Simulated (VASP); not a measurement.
Here is a VASP 6.6.1 calculation.

Contents of INCAR:

```
SYSTEM = SnO
ALGO     = Normal         ! electronic algorithm
DIPOL    = 0.5 0.5 0.500
EDIFF    = 1E-6           ! SCF threshold, eV
ENCUT    = 520            ! plane-wave cutoff, eV
GGA      = PE             ! functional
IDIPOL   = 3            
ISIF     = 2              ! what is computed and relaxed
ISMEAR   = 0              ! smearing method
IVDW     = 12             ! dispersion correction
LASPH    = .True.         ! aspherical terms in the spheres
LCHARG   = .False.        ! write CHGCAR
LDIPOL   = .True.       
LREAL    = .False.        ! projectors in reciprocal space
LWAVE    = .False.        ! write WAVECAR
NBANDS   = 28             ! bands
NELM     = 80             ! most SCF steps
PREC     = Accurate       ! precision mode
SIGMA    = 0.02           ! smearing width, eV
```

Contents of KPOINTS:

```
k-points
0
Gamma
  6 6 1
  0 0 0
```

The input POSCAR:

```
SnO
1.0
    3.9733828705      0.0000000000      0.0000000000
    0.0000000000      3.9733828705      0.0000000000
    0.0000000000      0.0000000000     30.6334027017
Sn O
2 2
Direct
    0.5000000000      0.0000000000      0.4631036433
    0.0000000000      0.5000000000      0.5368963567
    0.0000000000      0.0000000000      0.5000000000
    0.5000000000      0.5000000000      0.5000000000
```

Potentials or basis: VASP PAW PBE potentials, release 64 (Sn_d, O).

Run with:

```sh
$ cat potpaw_PBE.64/Sn_d/POTCAR potpaw_PBE.64/O/POTCAR > POTCAR
$ mpirun -np 1 vasp_std > vasp.out
```

Estimate the dispersion energy per atom.

-0.127 eV.

What does it give for the band gap on the k mesh?

2.50 eV, indirect (least direct gap 2.51 eV).

Forces in eV/Å, atoms in the order of the input:
```
Sn   0.000  0.000 -0.072
Sn   0.000  0.000  0.072
O    0.000  0.000  0.000
O    0.000  0.000  0.000
```

Caveat: the cell differs from its parent crystal (biaxial strain +0.040, then relaxed in part); spin-orbit coupling is left out, which moves the levels of the heavy elements.
